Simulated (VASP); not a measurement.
# Cd (Fd-3m) in VASP: a series of runs, part 2 of 2

VASP 6.6.1. The steps go on from the part before.

## 4. Single point, PBE (volume scaled by 1.12)

INCAR

```
SYSTEM = Cd
PREC     = Accurate       ! precision mode
ENCUT    = 520            ! plane-wave cutoff, eV
EDIFF    = 1E-6           ! SCF threshold, eV
ISMEAR   = -1             ! smearing method
SIGMA    = 0.1            ! smearing width, eV
LREAL    = .FALSE.        ! projectors in reciprocal space
LASPH    = .TRUE.         ! aspherical terms in the spheres
NELM     = 80             ! most SCF steps
ALGO     = Normal         ! electronic algorithm
ISIF     = 2              ! what is computed and relaxed
LWAVE    = .FALSE.        ! write WAVECAR
LCHARG   = .FALSE.        ! write CHGCAR
GGA      = PE             ! functional
NBANDS   = 19             ! bands
```

KPOINTS

```
Automatic mesh
0
G
  13 13 13
  0 0 0
```

POSCAR

```
Cd
1.0
    0.0000000000      3.4688120772      3.4688120772
    3.4688120772      0.0000000000      3.4688120772
    3.4688120772      3.4688120772      0.0000000000
Cd
2
Direct
    0.1250000000      0.1250000000      0.1250000000
    0.8750000000      0.8750000000      0.8750000000
```

Potentials or basis: VASP PAW PBE potentials, release 64 (Cd).

Started as:

```bash
cat potpaw_PBE.64/Cd/POTCAR > POTCAR
mpirun -np 1 vasp_std > vasp.out
```

OUTCAR:

```text
SYSTEM = Cd
   PREC = Accurate
   ENCUT = 520
   EDIFF = 1E-6
   ISMEAR = -1
   LREAL = .FALSE.
   LASPH = .TRUE.
   NELM = 80
   ISIF = 2
   GGA = PE

 ion  position               nearest neighbor table
   1  0.125  0.125  0.125-   2 3.00   2 3.00   2 3.00   2 3.00
   2  0.875  0.875  0.875-   1 3.00   1 3.00   1 3.00   1 3.00

  LATTYP: Found a face centered cubic cell.
 ALAT       =     6.9376241544

  Lattice vectors:

 A1 = (   0.0000000000,   3.4688120772,   3.4688120772)
 A2 = (   3.4688120772,   0.0000000000,   3.4688120772)
 A3 = (   3.4688120772,   3.4688120772,   0.0000000000)

Analysis of symmetry for initial positions (statically):
=====================================================================
 Subroutine PRICEL returns:
 Original cell was already a primitive cell.

 Routine SETGRP: Setting up the symmetry group for a
 face centered cubic supercell.

 Subroutine GETGRP returns: Found 48 space group operations
 (whereof 12 operations were pure point group operations)
 out of a pool of 48 trial point group operations.

[... 153 lines left out ...]
 number of electron      24.0000019 magnetization

 Free energy of the ion-electron system (eV)
  ---------------------------------------------------
  ext. energy  EPLUGINS =         0.00000000
  ---------------------------------------------------
  free energy    TOTEN  =        -0.83219402 eV

  energy without entropy =       -0.79191568  energy(sigma->0) =       -0.81205485

 E-fermi :  -0.2055     XC(G=0):  -7.6253

 val. band max:       -0.2190496594   @ k =  -0.2308   0.0769   0.0000
 cond. band min:      -0.2048055483   @ k =  -0.3077   0.4615   0.1538
 fundamental gap:      0.0142441110
 Fermi energy:        -0.2055428962

 k-point     1 :       0.0000    0.0000    0.0000
  band No.  band energies     occupation
      1      -9.2107      2.00000
      2      -9.2107      2.00000
      3      -9.2107      2.00000
      4      -9.1657      2.00000
      5      -9.1657      2.00000
      6      -8.6602      2.00000
[... 505 lines left out ...]
      6      -8.8330      2.00000
[... 11 lines left out ...]
     18       6.9828      0.00000
     19       8.3968      0.00000

 [... further k-points ...]
[... 5 lines left out ...]
  --------------------------------------------------------------------------------------
  -------------------------------------------------------------------------------------
  Total       -0.5245268     -0.5245268     -0.5245268     -0.0000000      0.0000000     -0.0000000
  in kB      -10.0671356    -10.0671356    -10.0671356     -0.0000000      0.0000000     -0.0000000
  external PRESSURE =     -10.0671356 kB  Pullay stress =       0.0000000 kB

 VOLUME and BASIS-vectors are now :
 -----------------------------------------------------------------------------
  energy-cutoff  :      520.00
  volume of cell :       83.48
      direct lattice vectors                 reciprocal lattice vectors
     0.000000000  3.468812077  3.468812077    -0.144141565  0.144141565  0.144141565
     3.468812077  0.000000000  3.468812077     0.144141565 -0.144141565  0.144141565
     3.468812077  3.468812077  0.000000000     0.144141565  0.144141565 -0.144141565

 POSITION                                       TOTAL-FORCE (eV/Angst)
 -----------------------------------------------------------------------------------
      0.86720      0.86720      0.86720         0.000000      0.000000      0.000000
      6.07042      6.07042      6.07042        -0.000000     -0.000000     -0.000000
 -----------------------------------------------------------------------------------
    total drift:                                0.000000      0.000000      0.000000

  FREE ENERGIE OF THE ION-ELECTRON SYSTEM (eV)
  ---------------------------------------------------
  free  energy   TOTEN  =        -0.8321940234 eV

  energy  without entropy=       -0.7919156824  energy(sigma->0) =       -0.81205485
```

OSZICAR:

```text
N       E                     dE             d eps       ncg     rms          rms(c)
DAV:   1     0.151335217100E+03    0.15134E+03   -0.11779E+04  3192   0.112E+03
DAV:   2     0.327171524139E+01   -0.14806E+03   -0.14403E+03  3294   0.296E+02
DAV:   3    -0.854064747490E+00   -0.41258E+01   -0.41166E+01  3658   0.547E+01
DAV:   4    -0.864146367775E+00   -0.10082E-01   -0.10081E-01  3445   0.276E+00
DAV:   5    -0.864210888246E+00   -0.64520E-04   -0.64520E-04  3543   0.187E-01    0.162E+00
DAV:   6    -0.832080915404E+00    0.32130E-01   -0.99887E-02  3479   0.301E+00    0.150E+00
DAV:   7    -0.831344696548E+00    0.73622E-03   -0.92082E-03  3366   0.686E-01    0.848E-01
DAV:   8    -0.832057270519E+00   -0.71257E-03   -0.19991E-03  3312   0.408E-01    0.380E-02
DAV:   9    -0.832171813079E+00   -0.11454E-03   -0.96050E-05  3432   0.569E-02    0.260E-02
DAV:  10    -0.832192717341E+00   -0.20904E-04   -0.27565E-05  3366   0.334E-02    0.269E-03
DAV:  11    -0.832193876816E+00   -0.11595E-05   -0.26943E-06  2753   0.937E-03    0.249E-03
DAV:  12    -0.832194023374E+00   -0.14656E-06   -0.16149E-07  2372   0.329E-03
   1 F= -.83219402E+00 E0= -.81205485E+00  d E =-.402783E-01
```

stdout:

```text
POSCAR found type information on POSCAR Cd
 POSCAR found :  1 types and       2 ions
 scaLAPACK will be used
 LDA part: xc-table for (Slater+PW92), standard interpolation
 POSCAR, INCAR and KPOINTS ok, starting setup
 FFT: planning ... GRIDC
 FFT: planning ... GRID_SOFT
 FFT: planning ... GRID
 WAVECAR not read
 entering main loop
```

Run time: 71 s. Hardware: 1 thread of Intel Xeon 6975P-C, shared host; peak memory 0.27 GiB.

Results:

```yaml
Free_energy: -0.8322 eV
Pressure: -1.0 GPa
Band_gap_on_the_k_mesh: zero (band 12 reaches 3.58 eV, above the bottom of band 13 at -0.46 eV)
```

Levels at points of the mesh, in eV from the Fermi level:
| k point | band 10 | band 11 | band 12 | band 13 | band 14 | band 15 |
| --- | --- | --- | --- | --- | --- | --- |
| (0.00, 0.00, 0.00) | -8.35 | -5.93 | 3.79 | 3.79 | 3.79 | 3.81 |

## 5. The runs side by side

```csv
cell,gap on the mesh (eV),pressure (GPa)
"a = 4.786 Å, angles 60.0°, 2 atoms",none,-0.3
"a = 4.847 Å, angles 60.0°, 2 atoms",none,-0.7
"a = 4.906 Å, angles 60.0°, 2 atoms",none,-1.0
```

Alike in all rows: task single point; level PBE; potentials or basis VASP PAW PBE potentials, release 64 (Cd); no spin polarisation; k mesh 13 × 13 × 13; cutoff (eV) 520; smearing fermi-dirac 0.1 eV.

Total energies depend on the potentials used, so only differences within one code and one set of settings carry meaning.
